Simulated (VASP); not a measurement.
Wanted: the native input for a VASP 6.6.1 run.

- Task: single point
- Functional: PBE
- Potentials or basis: VASP PAW PBE potentials, release 64 (Si, O)
- Cutoff: 520 eV
- k mesh: 6 × 6 × 4
- Occupations: gaussian, width 0.02 eV
- Spin: no spin polarisation
- Dipole correction: no
- Further INCAR settings: ALGO = Normal; EDIFF = 1e-07; NBANDS = 44

The structure of SiO2 lies in POSCAR:

```
SiO2
1.0
    5.1290913673      0.0000000000      0.0000000000
    0.0000000000      5.1290913673      0.0000000000
    0.0000000000      0.0000000000      7.1850227671
Si O
4 8
Direct
    0.2883800739      0.2883800739      0.0000000000
    0.2116199261      0.7883800739      0.2500000000
    0.7116199261      0.7116199261      0.5000000000
    0.7883800739      0.2116199261      0.7500000000
    0.2433112736      0.0822202200      0.1685883120
    0.4177797800      0.7433112736      0.4185883120
    0.7566887264      0.9177797800      0.6685883120
    0.5822202200      0.2566887264      0.9185883120
    0.7433112736      0.4177797800      0.5814116880
    0.9177797800      0.7566887264      0.3314116880
    0.2566887264      0.5822202200      0.0814116880
    0.0822202200      0.2433112736      0.8314116880
```

The input as run:

INCAR

```
SYSTEM = SiO2
PREC = Accurate ; ENCUT = 520
EDIFF = 1E-7 ; ISMEAR = 0
SIGMA = 0.02 ; LREAL = .FALSE.
LASPH = .TRUE. ; NELM = 60
ALGO = Normal ; ISIF = 2
LWAVE = .FALSE. ; LCHARG = .FALSE.
GGA = PE ; NBANDS = 44
```

KPOINTS

```
Automatic mesh
0
G
  6 6 4
  0 0 0
```

Potentials or basis: VASP PAW PBE potentials, release 64 (Si, O).

Command:

```bash
$ cat potpaw_PBE.64/Si/POTCAR potpaw_PBE.64/O/POTCAR > POTCAR
$ mpirun -np 1 vasp_std > vasp.out
```

Results of the run:

```
Pressure               : -0.4 GPa
Largest force          : 0.012 eV/Å
Band gap on the k mesh : 5.47 eV
```

Run time: 2.5 min on 1 thread of Intel(R) Xeon(R) Platinum 8488C (Sapphire Rapids) (shared host), peak memory 0.38 GiB.
